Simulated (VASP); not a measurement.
Here is a VASP 6.6.1 calculation.

File INCAR:

```
  PREC = Accurate
  ENCUT = 520
  EDIFF = 1E-7
  ISMEAR = 1
  SIGMA = 0.05
  LREAL = F
  LASPH = T
  NELM = 80
  ALGO = Normal
  ISIF = 2
  LWAVE = F
  LCHARG = F
  GGA = CA
  NBANDS = 35
```

Contents of KPOINTS:

```
Automatic mesh
0
Gamma
  8 8 2
```

The input POSCAR:

```
MoS2
1.0
    3.2513482650      0.0000000000      0.0000000000
   -1.6256741325      2.8157455724      0.0000000000
    0.0000000000      0.0000000000     12.6442461401
Mo S
2 4
Direct
    0.3333333333      0.6666666667      0.2500000000
    0.6666666667      0.3333333333      0.7500000000
    0.3333333333      0.6666666667      0.6230000000
    0.6666666667      0.3333333333      0.1230000000
    0.3333333333      0.6666666667      0.8770000000
    0.6666666667      0.3333333333      0.3770000000
```

Potentials or basis: VASP PAW LDA potentials, release 64 (Mo_sv, S).

Launch:

```console
$ cat potpaw_LDA.64/Mo_sv/POTCAR potpaw_LDA.64/S/POTCAR > POTCAR
$ mpirun -np 1 vasp_std > vasp.out
```

(1) Estimate the pressure.

(2) Estimate the largest force.

Answers

(1) -14.6 GPa.

(2) 1.526 eV/Å.

Caveat: forces of over 1 eV/Å act on the atoms, so gaps and moduli don't describe the material at rest.
